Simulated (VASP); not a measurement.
# AlIn2Sb2As (Cmmm) in VASP: notebook

AlIn2Sb2As is run at these levels: PBE; tasks: single point, relaxation of cell and atoms.

Everything below comes from runs of VASP 6.6.1. Logs are shortened: lines on timing, memory, paths and dates and some standing lists are left out, and cuts for length are marked.

### Step 1. The cell of the first run

Symmetry: Cmmm, No. 65, orthorhombic system. Conventional cell: a = 6.766 Å, b = 11.423 Å, c = 3.617 Å, α = 90.00°, β = 90.00°, γ = 90.00°. Within 4.8 Å of Al (site symmetry mmm) lie 2 Al at 3.62 Å and 6 Sb at 3.75 to 3.91 Å and 8 In at 3.78 Å and 4 As at 3.84 Å. Within 3.8 Å of In (site symmetry 2/m) lie 4 Sb at 2.63 Å and 2 As at 3.32 Å and 4 In at 3.38 to 3.62 Å and 4 Al at 3.78 Å. Within 4.0 Å of Sb (site symmetry m2m) lie 4 In at 2.63 Å and 2 As at 2.67 Å and 5 Sb at 3.62 to 3.92 Å and 3 Al at 3.75 to 3.91 Å. Within 3.9 Å of As (site symmetry mmm) lie 4 Sb at 2.67 Å and 4 In at 3.32 Å and 2 As at 3.62 Å and 4 Al at 3.84 Å.

The cell was built from a structure type or drawn by symmetry, and may not be a known phase.

### Step 2. Single point, PBE

File INCAR:

```
SYSTEM = AlIn2Sb2As
PREC = Accurate
ENCUT = 520
EDIFF = 1E-7
ISMEAR = 0
SIGMA = 0.1
LREAL = .False.
LASPH = .True.
NELM = 60
ALGO = Normal
ISIF = 2
LWAVE = .False.
LCHARG = .True.
GGA = PE
LELF = .True.
LVHAR = .True.
NBANDS = 31
```

File KPOINTS:

```
regular mesh
0
Gamma
  4 4 6
  0 0 0
```

File POSCAR:

```
AlIn2Sb2As
1.0
    3.3829038200     -5.7114377300      0.0000000000
    3.3829038200      5.7114377300      0.0000000000
    0.0000000000      0.0000000000      3.6166252800
Al In Sb As
1 2 2 1
Direct
    0.0000000000      0.0000000000      0.0000000000
    0.5000000000      0.0000000000      0.5000000000
    0.0000000000      0.5000000000      0.5000000000
    0.6717090000      0.3282910000      0.0000000000
    0.3282910000      0.6717090000      0.0000000000
    0.5000000000      0.5000000000      0.5000000000
```

Potentials or basis: VASP PAW PBE potentials, release 64 (Al, In_d, Sb, As).

Started as:

```sh
$ cat potpaw_PBE.64/Al/POTCAR potpaw_PBE.64/In_d/POTCAR potpaw_PBE.64/Sb/POTCAR potpaw_PBE.64/As/POTCAR > POTCAR
$ mpirun -np 1 vasp_std > vasp.out
```

OUTCAR:

```text
SYSTEM = AlIn2Sb2As
   PREC = Accurate
   ENCUT = 520
   EDIFF = 1E-7
   ISMEAR = 0
   LREAL = .False.
   LASPH = .True.
   NELM = 60
   ISIF = 2
   GGA = PE

 ion  position               nearest neighbor table
   1  0.000  0.000  0.000-
   2  0.500  0.000  0.500-   4 2.63   5 2.63   4 2.63   5 2.63   6 3.32   6 3.32   3 3.38   3 3.38

   3  0.000  0.500  0.500-   4 2.63   5 2.63   4 2.63   5 2.63   6 3.32   6 3.32   2 3.38   2 3.38

   4  0.672  0.328  0.000-   2 2.63   3 2.63   2 2.63   3 2.63   6 2.67   6 2.67
   5  0.328  0.672  0.000-   2 2.63   3 2.63   2 2.63   3 2.63   6 2.67   6 2.67
   6  0.500  0.500  0.500-   4 2.67   5 2.67   4 2.67   5 2.67   2 3.32   3 3.32   2 3.32   3 3.32

  LATTYP: Found a base centered orthorhombic cell.
 ALAT       =     6.7658076400
 B/A-ratio  =     1.6883240062
 C/A-ratio  =     0.5345445027

  Lattice vectors:

 A1 = (   3.3829038200,  -5.7114377300,   0.0000000000)
 A2 = (   3.3829038200,   5.7114377300,   0.0000000000)
 A3 = (   0.0000000000,   0.0000000000,   3.6166252800)

Analysis of symmetry for initial positions (statically):
=====================================================================
 Subroutine PRICEL returns:
 Original cell was already a primitive cell.

 Routine SETGRP: Setting up the symmetry group for a
 base centered orthorhombic supercell.

 Subroutine GETGRP returns: Found  8 space group operations
 (whereof  8 operations were pure point group operations)
 out of a pool of  8 trial point group operations.

The static configuration has the point symmetry D_2h.

Analysis of symmetry for dynamics (positions and initial velocities):
=====================================================================
 Subroutine PRICEL returns:
 Original cell was already a primitive cell.

 Routine SETGRP: Setting up the symmetry group for a
 base centered orthorhombic supercell.

 Subroutine GETGRP returns: Found  8 space group operations
 (whereof  8 operations were pure point group operations)
 out of a pool of  8 trial point group operations.

The dynamic configuration has the point symmetry D_2h.

 Subroutine INISYM returns: Found  8 space group operations
 (whereof  8 operations are pure point group operations),
 and found     1 'primitive' translations

----------------------------------------------------------------------------------------

                                     Primitive cell

  volume of cell :     139.7554

  direct lattice vectors                    reciprocal lattice vectors
     3.382903820 -5.711437730  0.000000000     0.147802015 -0.087543632  0.000000000
     3.382903820  5.711437730  0.000000000     0.147802015  0.087543632  0.000000000
     0.000000000  0.000000000  3.616625280     0.000000000  0.000000000  0.276500860

  length of vectors
     6.638114130  6.638114130  3.616625280     0.171782778  0.171782778  0.276500860

  position of ions in fractional coordinates (direct lattice)
     0.000000000  0.000000000  0.000000000
     0.500000000  0.000000000  0.500000000
     0.000000000  0.500000000  0.500000000
     0.671709000  0.328291000  0.000000000
     0.328291000  0.671709000  0.000000000
     0.500000000  0.500000000  0.500000000

  ion indices of the primitive-cell ions
   primitive index   ion index
                 1           1
                 2           2
                 3           3
                 4           4
                 5           5
                 6           6

----------------------------------------------------------------------------------------

 KPOINTS: regular mesh

Automatic generation of k-mesh.
 Grid dimensions read from file:
 generate k-points for:    4    4    6

 Generating k-lattice:

  Cartesian coordinates                     Fractional coordinates (reciprocal lattice)
     0.036950504 -0.021885908  0.000000000     0.250000000  0.000000000  0.000000000
     0.036950504  0.021885908  0.000000000     0.000000000  0.250000000  0.000000000
     0.000000000  0.000000000  0.046083477     0.000000000  0.000000000  0.166666667

  Length of vectors
     0.042945695  0.042945695  0.046083477

  Shift w.r.t. Gamma in fractional coordinates (k-lattice)
     0.000000000  0.000000000  0.000000000

 Subroutine IBZKPT returns following result:
 ===========================================

 Found     28 irreducible k-points:

 Following reciprocal coordinates:
            Coordinates               Weight
  0.000000  0.000000  0.000000      1.000000
  0.250000 -0.000000  0.000000      4.000000
  0.500000 -0.000000  0.000000      2.000000
  0.250000  0.250000  0.000000      2.000000
  0.500000  0.250000  0.000000      4.000000
 -0.250000  0.250000  0.000000      2.000000
[... 16 lines left out ...]
  0.250000 -0.000000  0.500000      4.000000
  0.500000 -0.000000  0.500000      2.000000
 [... further k-points ...]
   k-points           NKPTS =     28   k-points in BZ     NKDIM =     28   number of bands    NBANDS=     31
   number of dos      NEDOS =    301   number of ions     NIONS =      6
   total plane-waves  NPLWV =  70000
   dimension x,y,z NGX =    50 NGY =   50 NGZ =   28
   dimension x,y,z NGXF=   100 NGYF=  100 NGZF=   56
   ions per type =               1   2   2   1
   NGX,Y,Z   is equivalent  to a cutoff of  12.52, 12.52, 12.87 a.u.
   NGXF,Y,Z  is equivalent  to a cutoff of  25.04, 25.04, 25.74 a.u.
 SYSTEM =  AlIn2Sb2As
   PREC   = accura    normal or accurate (medium, high low for compatibility)
   ISTART =      0    job   : 0-new  1-cont  2-samecut
   ICHARG =      2    charge: 1-file 2-atom 10-const
   ISPIN  =      1    spin polarized calculation?
   LNONCOLLINEAR =      F non collinear calculations
   LSORBIT =      F    spin-orbit coupling
   LASPH  =      T    aspherical Exc in radial PAW
   ENCUT  =  520.0 eV  38.22 Ry    6.18 a.u.  12.34 12.34  6.72*2*pi/ulx,y,z
   NELM   =     60;   NELMIN=  2; NELMDL= -5     # of ELM steps
   EDIFF  = 0.1E-06   stopping-criterion for ELM
   LREAL  =      F    real-space projection
   EDIFFG = 0.1E-05   stopping-criterion for IOM
   NSW    =      0    number of steps for IOM
   IBRION =     -1    ionic relax: 0-MD 1-quasi-New 2-CG
   NFREE  =      0    steps in history (QN), initial steepest desc. (CG)
   ISIF   =      2    stress and relaxation
   ISYM   =      2    0-nonsym 1-usesym 2-fastsym
   POTIM  = 0.5000    time-step for ionic-motion
   TEBEG  =    0.0;   TEEND  =   0.0 temperature during run
   PSTRESS=    0.0 pullay stress
   NELECT =      44.0000    total number of electrons
   NUPDOWN=      -1.0000    fix difference up-down
   EMIN   =  10.00;   EMAX   =-10.00  energy-range for DOS
   EFERMI =   0.00;   METHOD = LEGACY
   ISMEAR =     0;   SIGMA  =   0.10  broadening in eV -4-tet -1-fermi 0-gaus
   EFERMI_NEDOS =   21; number of points for ismear=-14 and -15
   IALGO  =     38    algorithm
   IMIX   =      4    mixing-type and parameters
     AMIX     =   0.40;   BMIX     =  1.00
     AMIX_MAG =   1.60;   BMIX_MAG =  1.00
  volume/ion in A,a.u.               =      23.29       157.19
  Fermi-wavevector in a.u.,A,eV,Ry     =   1.113703  2.104594 16.875784  1.240335
  Thomas-Fermi vector in A             =   2.250291
   LORBIT       =      0    0 simple, 1 ext, 2 COOP (PROOUT), +10 PAW based schemes
   GGA     = PE    functional components
   LHFCALC =     F    Hartree Fock is set to
   AEXX    =    0.0000 exact exchange contribution
   IVDW    =     0    specifies the selected vdW correction
   LEPSILON=     F    determine dielectric tensor
   LRPA    =     F    only Hartree local field effects (RPA)
 non-spin polarized calculation
 Gauss-broadening in eV      SIGMA  =   0.10
  energy-cutoff  :      520.00
  volume of cell :      139.76
 maximum number of plane-waves:      3810
 NGX is ok and might be reduce to    50
   NGX = 25   NGY = 25   NGZ = 13

 number of electron      43.9999988 magnetization

 Free energy of the ion-electron system (eV)
  ---------------------------------------------------
  ext. energy  EPLUGINS =         0.00000000
  ---------------------------------------------------
  free energy    TOTEN  =       -15.42205633 eV

  energy without entropy =      -15.40335279  energy(sigma->0) =      -15.41270456

 E-fermi :   8.1189     XC(G=0): -10.1604

 val. band max:        8.0930055631   @ k =   0.2500   0.2500   0.5000
 cond. band min:       8.1373305607   @ k =   0.5000   0.5000   0.1667
 fundamental gap:      0.0443249976
 Fermi energy:         8.1188668291

 k-point     1 :       0.0000    0.0000    0.0000
  band No.  band energies     occupation
      1      -7.5976      2.00000
      2      -7.3681      2.00000
      3      -7.2664      2.00000
      4      -7.1723      2.00000
      5      -7.1720      2.00000
      6      -7.1540      2.00000
[... 23 lines left out ...]
     30      13.1593      0.00000
     31      13.3142      0.00000

 k-point     2 :       0.2500   -0.0000    0.0000
  band No.  band energies     occupation
      1      -7.5044      2.00000
      2      -7.3376      2.00000
      3      -7.2464      2.00000
      4      -7.1877      2.00000
      5      -7.1861      2.00000
      6      -7.1417      2.00000
[... 23 lines left out ...]
     30      13.0245      0.00000
     31      13.3585      0.00000

 k-point     3 :       0.5000   -0.0000    0.0000
  band No.  band energies     occupation
      1      -7.3230      2.00000
      2      -7.2659      2.00000
      3      -7.2630      2.00000
      4      -7.2623      2.00000
      5      -7.2047      2.00000
      6      -7.1975      2.00000
[... 23 lines left out ...]
     30      13.2022      0.00000
     31      13.2308      0.00000

 k-point     4 :       0.2500    0.2500    0.0000
  band No.  band energies     occupation
      1      -7.3233      2.00000
      2      -7.2656      2.00000
      3      -7.2630      2.00000
      4      -7.2623      2.00000
      5      -7.2049      2.00000
      6      -7.1973      2.00000
[... 635 lines left out ...]
     30      12.7753      0.00000
     31      13.3020      0.00000

 k-point    23 :       0.2500   -0.0000    0.5000
  band No.  band energies     occupation
      1      -7.7205      2.00000
      2      -7.4109      2.00000
      3      -7.3038      2.00000
      4      -7.1066      2.00000
      5      -7.0442      2.00000
      6      -7.0394      2.00000
[... 23 lines left out ...]
     30      13.1206      0.00000
     31      14.2296      0.00000

 k-point    24 :       0.5000   -0.0000    0.5000
  band No.  band energies     occupation
      1      -7.5804      2.00000
      2      -7.5710      2.00000
      3      -7.1696      2.00000
      4      -7.1586      2.00000
      5      -7.0329      2.00000
      6      -7.0288      2.00000
[... 23 lines left out ...]
     30      12.2249      0.00000
     31      12.7638      0.00000

 [... further k-points ...]
[... 5 lines left out ...]
  --------------------------------------------------------------------------------------
  -------------------------------------------------------------------------------------
  Total       22.7893958     14.2667775     30.8234854     -0.0000000      0.0000000      0.0000000
  in kB      261.2611219    163.5565217    353.3651549     -0.0000000      0.0000000      0.0000000
  external PRESSURE =     259.3942662 kB  Pullay stress =       0.0000000 kB

 VOLUME and BASIS-vectors are now :
 -----------------------------------------------------------------------------
  energy-cutoff  :      520.00
  volume of cell :      139.76
      direct lattice vectors                 reciprocal lattice vectors
     3.382903820 -5.711437730  0.000000000     0.147802015 -0.087543632  0.000000000
     3.382903820  5.711437730  0.000000000     0.147802015  0.087543632  0.000000000
     0.000000000  0.000000000  3.616625280     0.000000000  0.000000000  0.276500860

 POSITION                                       TOTAL-FORCE (eV/Angst)
 -----------------------------------------------------------------------------------
      0.00000      0.00000      0.00000        -0.000000     -0.000000      0.000000
      1.69145     -2.85572      1.80831         0.000000     -0.000000      0.000000
      1.69145      2.85572      1.80831        -0.000000      0.000000      0.000000
      3.38290     -1.96141      0.00000        -0.000000      1.308448      0.000000
      3.38290      1.96141      0.00000        -0.000000     -1.308448      0.000000
      3.38290      0.00000      1.80831        -0.000000      0.000000      0.000000
 -----------------------------------------------------------------------------------
    total drift:                               -0.000000      0.000000      0.000000

  FREE ENERGIE OF THE ION-ELECTRON SYSTEM (eV)
  ---------------------------------------------------
  free  energy   TOTEN  =       -15.4220563327 eV

  energy  without entropy=      -15.4033527902  energy(sigma->0) =      -15.41270456
```

It took 4.3 min on 1 thread of Intel Xeon 8259CL, shared host; peak memory 0.33 GiB.

What came out:

* Free energy: -15.4221 eV
* Pressure: 25.9 GPa
* Largest force: 1.308 eV/Å
* Band gap on the k mesh: zero (bands 22 and 23 overlap by 2.16 eV)

Forces in eV/Å, atoms in the order of the input:
```
Al   0.000  0.000  0.000
In   0.000  0.000  0.000
In   0.000  0.000  0.000
Sb   0.000  1.308  0.000
Sb   0.000 -1.308  0.000
As   0.000  0.000  0.000
```

Levels at points of the mesh, in eV from the Fermi level:
```csv
k point,band 18,band 19,band 20,band 21,band 22,band 23,band 24,band 25,band 26,band 27
"(0.00, 0.00, 0.00)",-3.01,-1.16,-0.28,0.23,0.85,1.25,2.01,2.88,2.97,3.89
"(0.50, 0.00, 0.00)",-2.52,-1.99,-0.85,-0.73,0.07,0.76,1.51,1.82,2.19,3.70
"(0.50, 0.50, 0.00)",-2.10,-2.08,-1.71,-0.88,0.21,1.77,1.83,2.39,2.77,3.68
"(0.00, 0.00, 0.50)",-3.83,-2.98,-2.46,-1.71,-1.55,-1.30,-0.78,2.68,3.06,3.11
"(0.50, 0.00, 0.50)",-3.89,-1.94,-1.77,-1.13,-0.87,-0.51,0.06,1.23,1.23,1.82
"(0.50, 0.50, 0.50)",-4.37,-2.33,-2.12,-1.86,-1.69,-0.48,0.13,1.29,1.57,2.16
```

Caveat: the cell stands under pressure; spin-orbit coupling is left out, which moves the levels of the heavy elements; forces of over 1 eV/Å act on the atoms, so gaps and moduli don't describe the material at rest.

### Step 3. Single point, PBE

This run uses another cell than the first one, of 29.94 Å³/atom.

File INCAR:

```
SYSTEM = AlIn2Sb2As
PREC = Accurate
ENCUT = 520
EDIFF = 1E-6
ISMEAR = 0
SIGMA = 0.1
LREAL = .FALSE.
LASPH = .TRUE.
NELM = 60
ALGO = Normal
ISIF = 2
LWAVE = .FALSE.
LCHARG = .FALSE.
GGA = PE
NBANDS = 31
```

File KPOINTS:

```
Automatic mesh
0
G
  4 4 6
  0 0 0
```

File POSCAR:

```
AlIn2Sb2As
1.0
    2.7552993698     -8.0468659018      0.0000000000
    2.7552993698      8.0468659018      0.0000000000
    0.0000000000      0.0000000000      4.0514580554
Al In Sb As
1 2 2 1
Direct
    0.0000000000      0.0000000000      0.0000000000
    0.5000000000      0.0000000000      0.5000000000
    0.0000000000      0.5000000000      0.5000000000
    0.6251709213      0.3748290787      0.0000000000
    0.3748290787      0.6251709213      0.0000000000
    0.5000000000      0.5000000000      0.5000000000
```

Potentials or basis: VASP PAW PBE potentials, release 64 (Al, In_d, Sb, As).

Started as:

```sh
$ cat potpaw_PBE.64/Al/POTCAR potpaw_PBE.64/In_d/POTCAR potpaw_PBE.64/Sb/POTCAR potpaw_PBE.64/As/POTCAR > POTCAR
$ mpirun -np 1 vasp_std > vasp.out
```

Wall time 5.3 min (1 thread of Intel Xeon 8259CL, shared host); peak memory 0.47 GiB.

The run converged. Its results:

```
Free energy            : -19.7403 eV
Pressure               : 0.1 GPa
Largest force          : 0.012 eV/Å
Band gap on the k mesh : zero (bands 22 and 23 overlap by 1.38 eV)
```

Forces on the atoms (eV/Å):
```
Al   0.000  0.000  0.000
In   0.000  0.000  0.000
In   0.000  0.000  0.000
Sb   0.000 -0.012  0.000
Sb   0.000  0.012  0.000
As   0.000  0.000  0.000
```

Stress tensor (GPa, compression positive):
```
-0.10  0.00  0.00
 0.00  0.35  0.00
 0.00  0.00  0.10
```

Levels at points of the mesh, in eV from the Fermi level:
```tsv
k point	band 20	band 21	band 22	band 23	band 24	band 25
(0.00, 0.00, 0.00)	-1.17	0.33	0.36	0.84	1.17	1.30
(0.50, 0.00, 0.00)	-0.07	0.23	0.43	0.75	1.81	2.74
(0.50, 0.50, 0.00)	-1.62	-0.84	-0.72	-0.66	0.98	2.71
(0.00, 0.00, 0.50)	-1.36	-1.11	-0.88	-0.39	0.37	0.57
(0.50, 0.00, 0.50)	-1.94	-1.90	-0.96	0.56	1.29	1.51
(0.50, 0.50, 0.50)	-1.87	-1.55	-0.76	-0.53	-0.39	0.72
```

Caveat: spin-orbit coupling is left out, which moves the levels of the heavy elements.

(Part 1 of 2 ends here.)
